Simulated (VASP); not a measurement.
# Ti4SeBr8 in VASP: further runs

The runs below take Ti4SeBr8 through single point, with PBE.

Everything below comes from runs of VASP 6.6.1. Logs are shortened: lines on timing, memory, paths and dates and some standing lists are left out, and cuts for length are marked.

## (1) The cell of the first run

The cell holds a slab with vacuum, 13 atoms: a = 7.258 Å, b = 7.258 Å, c = 17.869 Å, α = 90.00°, β = 90.00°, γ = 120.00°.

## (2) Single point, PBE

Contents of INCAR:

```
PREC     = Accurate       # precision mode
ENCUT    = 520            # plane-wave cutoff, eV
EDIFF    = 1E-7           # SCF threshold, eV
ISMEAR   = -1             # smearing method
SIGMA    = 0.02           # smearing width, eV
LREAL    = F              # projectors in reciprocal space
LASPH    = T              # aspherical terms in the spheres
NELM     = 60             # most SCF steps
ALGO     = Normal         # electronic algorithm
ISIF     = 2              # what is computed and relaxed
LWAVE    = F              # write WAVECAR
LCHARG   = F              # write CHGCAR
GGA      = PE             # functional
NBANDS   = 67             # bands
```

Contents of KPOINTS:

```
regular mesh
0
Gamma
  2 2 1
```

Contents of POSCAR:

```
Ti4SeBr8
1.0
    7.2580000000      0.0000000000      0.0000000000
   -3.6290000000      6.2856120000      0.0000000000
    0.0000000000      0.0000000000     17.8690000000
Ti Br Se
4 8 1
Direct
    0.0000000000      0.0000000000      0.0559628000
    0.0000000000      0.5000000000      0.0559628000
    0.5000000000      0.0000000000      0.0559628000
    0.5000000000      0.5000000000      0.0559628000
    0.1665734500      0.3331979258      0.1445067572
    0.2770461739      0.0805612409      0.3465747450
    0.1670280353      0.8331242358      0.1433405081
    0.3559540983      0.5960391950      0.4682365173
    0.6662592350      0.3335946911      0.1448121117
    0.7853516627      0.2223899792      0.4271187549
    0.6667863040      0.8332828620      0.1445825929
    0.9452656582      0.7525400026      0.3457035116
    0.0198146017      0.4186374238      0.5228260834
```

Potentials or basis: VASP PAW PBE potentials, release 64 (Ti_sv, Br, Se).

On the command line:

```sh
$ cat potpaw_PBE.64/Ti_sv/POTCAR potpaw_PBE.64/Br/POTCAR potpaw_PBE.64/Se/POTCAR > POTCAR
$ mpirun -np 1 vasp_std > vasp.out
```

OUTCAR:

```text
PREC = Accurate
   ENCUT = 520
   EDIFF = 1E-7
   ISMEAR = -1
   LREAL = F
   LASPH = T
   NELM = 60
   ISIF = 2
   GGA = PE

 ion  position               nearest neighbor table
   1  0.000  0.000  0.056-   7 2.62   5 2.62  11 2.63
   2  0.000  0.500  0.056-   7 2.61   5 2.63   9 2.63
   3  0.500  0.000  0.056-   7 2.61  11 2.63   9 2.63
   4  0.500  0.500  0.056-   9 2.63   5 2.63  11 2.63
   5  0.167  0.333  0.145-   1 2.62   2 2.63   4 2.63
   6  0.277  0.081  0.347-  12 2.39
   7  0.167  0.833  0.143-   3 2.61   2 2.61   1 2.62
   8  0.356  0.596  0.468-  13 2.33
   9  0.666  0.334  0.145-   4 2.63   3 2.63   2 2.63
  10  0.785  0.222  0.427-  13 2.33
  11  0.667  0.833  0.145-   1 2.63   4 2.63   3 2.63
  12  0.945  0.753  0.346-   6 2.39
  13  0.020  0.419  0.523-   8 2.33  10 2.33

  LATTYP: Found a hexagonal cell.
 ALAT       =     7.2580000000
 C/A-ratio  =     2.4619729953

  Lattice vectors:

 A1 = (   7.2580000000,   0.0000000000,   0.0000000000)
 A2 = (  -3.6290000000,   6.2856120000,   0.0000000000)
 A3 = (   0.0000000000,   0.0000000000,  17.8690000000)

Analysis of symmetry for initial positions (statically):
=====================================================================
 Subroutine PRICEL returns:
 Original cell was already a primitive cell.

 Routine SETGRP: Setting up the symmetry group for a
 hexagonal supercell.

 Subroutine GETGRP returns: Found  1 space group operations
 (whereof  1 operations were pure point group operations)
 out of a pool of 24 trial point group operations.

The static configuration has the point symmetry C_1 .

Analysis of symmetry for dynamics (positions and initial velocities):
=====================================================================
 Subroutine PRICEL returns:
 Original cell was already a primitive cell.

 Routine SETGRP: Setting up the symmetry group for a
 hexagonal supercell.

 Subroutine GETGRP returns: Found  1 space group operations
 (whereof  1 operations were pure point group operations)
 out of a pool of 24 trial point group operations.

The dynamic configuration has the point symmetry C_1 .

 Subroutine INISYM returns: Found  1 space group operations
 (whereof  1 operations are pure point group operations),
 and found     1 'primitive' translations

----------------------------------------------------------------------------------------

                                     Primitive cell

  volume of cell :     815.2011

  direct lattice vectors                    reciprocal lattice vectors
     7.258000000  0.000000000  0.000000000     0.137779002  0.079546749  0.000000000
    -3.629000000  6.285612000  0.000000000     0.000000000  0.159093498  0.000000000
     0.000000000  0.000000000 17.869000000     0.000000000  0.000000000  0.055962841

  length of vectors
     7.258000000  7.257999670 17.869000000     0.159093491  0.159093498  0.055962841

  position of ions in fractional coordinates (direct lattice)
     0.000000000  0.000000000  0.055962800
     1.000000000  0.500000000  0.055962800
     0.500000000  0.000000000  0.055962800
     0.500000000  0.500000000  0.055962800
     0.166573450  0.333197926  0.144506757
     0.277046174  0.080561241  0.346574745
     0.167028035  0.833124236  0.143340508
     0.355954098  0.596039195  0.468236517
     0.666259235  0.333594691  0.144812112
     0.785351663  0.222389979  0.427118755
     0.666786304  0.833282862  0.144582593
     0.945265658  0.752540003  0.345703512
     0.019814602  0.418637424  0.522826083

  ion indices of the primitive-cell ions
   primitive index   ion index
                 1           1
                 2           2
                 3           3
                 4           4
                 5           5
                 6           6
                 7           7
                 8           8
                 9           9
                10          10
                11          11
                12          12
                13          13

----------------------------------------------------------------------------------------

 KPOINTS: regular mesh

Automatic generation of k-mesh.
 Grid dimensions read from file:
 generate k-points for:    2    2    1

 Generating k-lattice:

  Cartesian coordinates                     Fractional coordinates (reciprocal lattice)
     0.068889501  0.039773374  0.000000000     0.500000000 -0.000000000  0.000000000
     0.000000000  0.079546749  0.000000000     0.000000000  0.500000000  0.000000000
     0.000000000  0.000000000  0.055962841     0.000000000  0.000000000  1.000000000

  Length of vectors
     0.079546745  0.079546749  0.055962841

  Shift w.r.t. Gamma in fractional coordinates (k-lattice)
     0.000000000  0.000000000  0.000000000

 Subroutine IBZKPT returns following result:
 ===========================================

 Found      4 irreducible k-points:

 Following reciprocal coordinates:
            Coordinates               Weight
  0.000000  0.000000  0.000000      1.000000
  0.500000 -0.000000  0.000000      1.000000
  0.000000  0.500000  0.000000      1.000000
  0.500000  0.500000  0.000000      1.000000
   k-points           NKPTS =      4   k-points in BZ     NKDIM =      4   number of bands    NBANDS=     67
   number of dos      NEDOS =    301   number of ions     NIONS =     13
   total plane-waves  NPLWV = 408240
   dimension x,y,z NGX =    54 NGY =   54 NGZ =  140
   dimension x,y,z NGXF=   108 NGYF=  108 NGZF=  280
   ions per type =               4   8   1
   NGX,Y,Z   is equivalent  to a cutoff of  12.37, 12.37, 13.03 a.u.
   NGXF,Y,Z  is equivalent  to a cutoff of  24.74, 24.74, 26.05 a.u.
 SYSTEM =  unknown system
   PREC   = accura    normal or accurate (medium, high low for compatibility)
   ISTART =      0    job   : 0-new  1-cont  2-samecut
   ICHARG =      2    charge: 1-file 2-atom 10-const
   ISPIN  =      1    spin polarized calculation?
   LNONCOLLINEAR =      F non collinear calculations
   LSORBIT =      F    spin-orbit coupling
   LASPH  =      T    aspherical Exc in radial PAW
   ENCUT  =  520.0 eV  38.22 Ry    6.18 a.u.  13.50 13.50 33.22*2*pi/ulx,y,z
   NELM   =     60;   NELMIN=  2; NELMDL= -5     # of ELM steps
   EDIFF  = 0.1E-06   stopping-criterion for ELM
   LREAL  =      F    real-space projection
   EDIFFG = 0.1E-05   stopping-criterion for IOM
   NSW    =      0    number of steps for IOM
   IBRION =     -1    ionic relax: 0-MD 1-quasi-New 2-CG
   NFREE  =      0    steps in history (QN), initial steepest desc. (CG)
   ISIF   =      2    stress and relaxation
   ISYM   =      2    0-nonsym 1-usesym 2-fastsym
   POTIM  = 0.5000    time-step for ionic-motion
   TEBEG  =    0.0;   TEEND  =   0.0 temperature during run
   PSTRESS=    0.0 pullay stress
   NELECT =     110.0000    total number of electrons
   NUPDOWN=      -1.0000    fix difference up-down
   EMIN   =  10.00;   EMAX   =-10.00  energy-range for DOS
   EFERMI =   0.00;   METHOD = LEGACY
   ISMEAR =    -1;   SIGMA  =   0.02  broadening in eV -4-tet -1-fermi 0-gaus
   EFERMI_NEDOS =   21; number of points for ismear=-14 and -15
   IALGO  =     38    algorithm
   IMIX   =      4    mixing-type and parameters
     AMIX     =   0.40;   BMIX     =  1.00
     AMIX_MAG =   1.60;   BMIX_MAG =  1.00
  volume/ion in A,a.u.               =      62.71       423.17
  Fermi-wavevector in a.u.,A,eV,Ry     =   0.839687  1.586778  9.593119  0.705074
  Thomas-Fermi vector in A             =   1.953946
   LORBIT       =      0    0 simple, 1 ext, 2 COOP (PROOUT), +10 PAW based schemes
   GGA     = PE    functional components
   LHFCALC =     F    Hartree Fock is set to
   AEXX    =    0.0000 exact exchange contribution
   IVDW    =     0    specifies the selected vdW correction
   LEPSILON=     F    determine dielectric tensor
   LRPA    =     F    only Hartree local field effects (RPA)
 non-spin polarized calculation
  energy-cutoff  :      520.00
  volume of cell :      815.20
 maximum number of plane-waves:     22045
 NGX is ok and might be reduce to    54
   NGX = 27   NGY = 27   NGZ = 67

 number of electron     109.9999970 magnetization

 Free energy of the ion-electron system (eV)
  ---------------------------------------------------
  ext. energy  EPLUGINS =         0.00000000
  ---------------------------------------------------
  free energy    TOTEN  =       -46.49696155 eV

  energy without entropy =      -46.43399144  energy(sigma->0) =      -46.46547650

 E-fermi :  -0.9871     XC(G=0):  -4.9941

 val. band max:       -1.0362935324   @ k =   0.5000   0.5000   0.0000
 cond. band min:      -0.9828679825   @ k =   0.0000   0.5000   0.0000
 fundamental gap:      0.0534255499
 Fermi energy:        -0.9870661714

 k-point     1 :       0.0000    0.0000    0.0000
  band No.  band energies     occupation
      1     -58.6083      2.00000
      2     -58.6035      2.00000
      3     -58.6014      2.00000
      4     -58.6001      2.00000
      5     -35.0093      2.00000
      6     -35.0003      2.00000
[... 59 lines left out ...]
     66       0.2871      0.00000
     67       0.2893      0.00000

 k-point     2 :       0.5000   -0.0000    0.0000
  band No.  band energies     occupation
      1     -58.6076      2.00000
      2     -58.6029      2.00000
      3     -58.6025      2.00000
      4     -58.6002      2.00000
      5     -35.0058      2.00000
      6     -35.0022      2.00000
[... 59 lines left out ...]
     66       0.2259      0.00000
     67       0.2323      0.00000

 k-point     3 :       0.0000    0.5000    0.0000
  band No.  band energies     occupation
      1     -58.6075      2.00000
      2     -58.6033      2.00000
      3     -58.6020      2.00000
      4     -58.6003      2.00000
      5     -35.0056      2.00000
      6     -35.0027      2.00000
[... 59 lines left out ...]
     66       0.2263      0.00000
     67       0.2318      0.00000

 k-point     4 :       0.5000    0.5000    0.0000
  band No.  band energies     occupation
      1     -58.6075      2.00000
      2     -58.6037      2.00000
      3     -58.6013      2.00000
      4     -58.6007      2.00000
      5     -35.0051      2.00000
      6     -35.0037      2.00000
[... 59 lines left out ...]
     66       0.2276      0.00000
     67       0.2324      0.00000

------------------------ aborting loop because EDIFF is reached ----------------------------------------

  FORCE on cell =-STRESS in cart. coord.  units (eV):
  Direction    XX          YY          ZZ          XY          YZ          ZX
  --------------------------------------------------------------------------------------
  -------------------------------------------------------------------------------------
  Total      -13.2367797    -13.0055412      0.1745490     -0.2264988     -0.0044973     -0.0149757
  in kB      -26.0152583    -25.5607874      0.3430545     -0.4451554     -0.0088389     -0.0294328
  external PRESSURE =     -17.0776638 kB  Pullay stress =       0.0000000 kB

 VOLUME and BASIS-vectors are now :
 -----------------------------------------------------------------------------
  energy-cutoff  :      520.00
  volume of cell :      815.20
      direct lattice vectors                 reciprocal lattice vectors
     7.258000000  0.000000000  0.000000000     0.137779002  0.079546749  0.000000000
    -3.629000000  6.285612000  0.000000000     0.000000000  0.159093498  0.000000000
     0.000000000  0.000000000 17.869000000     0.000000000  0.000000000  0.055962841

 POSITION                                       TOTAL-FORCE (eV/Angst)
 -----------------------------------------------------------------------------------
      0.00000      0.00000      1.00000        -0.013784      0.008140      0.001078
     -1.81450      3.14281      1.00000        -0.007985     -0.030288     -0.006992
      3.62900      0.00000      1.00000         0.025857      0.021344     -0.005958
      1.81450      3.14281      1.00000         0.003673     -0.002444      0.026821
     -0.00019      2.09435      2.58219        -0.006781      0.003533     -0.009541
      1.71844      0.50638      6.19294        -0.022493     -0.021772      0.012148
     -1.81112      5.23670      2.56135         0.004525     -0.002777     -0.000719
      0.42049      3.74647      8.36692         0.039745      0.016700     -0.018190
      3.62509      2.09685      2.58765         0.008007     -0.001174     -0.021023
      4.89303      1.39786      7.63219        -0.055977     -0.041219     -0.023559
      1.81555      5.23769      2.58355        -0.007563      0.004240     -0.013465
      4.12977      4.73017      6.17738         0.028568      0.040604     -0.008017
     -1.37542      2.63139      9.34238         0.004207      0.005112      0.067416
 -----------------------------------------------------------------------------------
    total drift:                               -0.000179     -0.000054      0.002983

  FREE ENERGIE OF THE ION-ELECTRON SYSTEM (eV)
  ---------------------------------------------------
  free  energy   TOTEN  =       -46.4969615545 eV

  energy  without entropy=      -46.4339914447  energy(sigma->0) =      -46.46547650
```

It took 24 min on 1 thread of Intel Xeon Platinum 8488C (Sapphire Rapids), shared host; peak memory 0.9 GiB.

What came out:

* Free energy: -46.4970 eV
* Largest force: 0.073 eV/Å
* Band gap on the k mesh: zero (bands 55 and 56 overlap by 0.08 eV)

Forces on the atoms (eV/Å):
```
Ti  -0.014  0.008  0.001
Ti  -0.008 -0.030 -0.007
Ti   0.026  0.021 -0.006
Ti   0.004 -0.002  0.027
Br  -0.007  0.004 -0.010
Br  -0.022 -0.022  0.012
Br   0.005 -0.003 -0.001
Br   0.040  0.017 -0.018
Br   0.008 -0.001 -0.021
Br  -0.056 -0.041 -0.024
Br  -0.008  0.004 -0.013
Br   0.029  0.041 -0.008
Se   0.004  0.005  0.067
```

Levels at points of the mesh, in eV from the Fermi level:
```tsv
k point	band 51	band 52	band 53	band 54	band 55	band 56	band 57	band 58	band 59	band 60
(0.00, 0.00, 0.00)	-0.41	-0.41	-0.40	0.08	0.08	0.08	0.18	0.33	0.50	0.50
(0.50, 0.00, 0.00)	-0.43	-0.26	-0.26	-0.05	-0.05	0.01	0.01	0.05	0.65	0.65
(0.00, 0.50, 0.00)	-0.43	-0.26	-0.26	-0.05	-0.05	0.00	0.01	0.05	0.65	0.65
(0.50, 0.50, 0.00)	-0.43	-0.26	-0.26	-0.05	-0.05	0.01	0.01	0.28	0.64	0.65
```

Caveat: the k points lie up to 0.50 Å⁻¹ apart; there is no dipole correction, which matters where the two faces differ; semilocal functionals often make such compounds metallic where correlation or magnetic order opens a gap, which also shifts bond lengths.

## (3) Single point, PBE

Contents of INCAR:

```
PREC = Accurate
ENCUT = 520
EDIFF = 1E-6
ISMEAR = -1
SIGMA = 0.02
LREAL = F
LASPH = T
NELM = 100
ALGO = Normal
ISIF = 2
LWAVE = F
LCHARG = F
GGA = PE
NBANDS = 67
```

Contents of KPOINTS:

```
Automatic mesh
0
Gamma
  2 2 1
```

Contents of POSCAR:

```
Ti4SeBr8
1.0
    7.2580000000      0.0000000000      0.0000000000
   -3.6290000000      6.2856120000      0.0000000000
    0.0000000000      0.0000000000     17.8690000000
Ti Br Se
4 8 1
Direct
    0.0000000000      0.0000000000      0.0559628407
   -0.0000004773      0.4999990454      0.0559628407
    0.5000000000      0.0000000000      0.0559628407
    0.4999995227      0.4999990454      0.0559628407
    0.2047275233      0.3683969039      0.1440035816
    0.2358078895     -0.0381665302      0.3430130393
    0.1953495405      0.8840030215      0.1449773350
    0.3124376371      0.4709485727      0.4177570093
    0.6824573785      0.3704810287      0.1538978119
    0.7045850314      0.1164723499      0.4307963512
    0.7051766962      0.8505297495      0.1554815602
    0.8220171399      0.6962249658      0.3405338855
    0.0043573155      0.3718174141      0.4911914489
```

Potentials or basis: VASP PAW PBE potentials, release 64 (Ti_sv, Br, Se).

On the command line:

```sh
$ cat potpaw_PBE.64/Ti_sv/POTCAR potpaw_PBE.64/Br/POTCAR potpaw_PBE.64/Se/POTCAR > POTCAR
$ mpirun -np 1 vasp_std > vasp.out
```

Run time: 32 min. Hardware: 1 thread of Intel Xeon Platinum 8488C (Sapphire Rapids), shared host; peak memory 0.89 GiB.

Results (log left out):

```
Free energy            : -45.7353 eV
Largest force          : 1.092 eV/Å
Band gap on the k mesh : zero (bands 55 and 56 overlap by 0.12 eV)
```

Forces in eV/Å, atoms in the order of the input:
```
Ti  -0.114  0.329  0.204
Ti  -0.101  0.234  0.545
Ti   0.480  0.430  0.475
Ti   0.724  0.610  0.036
Br  -0.964 -0.462  0.219
Br  -0.471 -0.376  0.163
Br   0.165 -0.836 -0.062
Br  -0.238 -0.096  0.146
Br   0.455 -0.466 -0.746
Br  -0.159 -0.261 -0.231
Br  -0.690  0.130 -0.787
Br   0.608  0.359 -0.036
Se   0.304  0.405  0.074
```

Levels at points of the mesh, in eV from the Fermi level:
```tsv
k point	band 52	band 53	band 54	band 55	band 56	band 57	band 58	band 59
(0.00, 0.00, 0.00)	-0.29	-0.23	0.05	0.08	0.12	0.14	0.20	0.39
(0.50, 0.00, 0.00)	-0.20	-0.20	-0.08	-0.07	-0.04	-0.03	0.05	0.58
(0.00, 0.50, 0.00)	-0.29	-0.29	-0.02	0.00	0.03	0.04	0.06	0.63
(0.50, 0.50, 0.00)	-0.24	-0.23	-0.04	-0.02	-0.02	0.02	0.07	0.56
```

Caveat: the k points lie up to 0.50 Å⁻¹ apart; there is no dipole correction, which matters where the two faces differ; semilocal functionals often make such compounds metallic where correlation or magnetic order opens a gap, which also shifts bond lengths.

[end of part 1 of 2]

The gap in the log of VASP goes by the Fermi energy; the results here count the filled bands.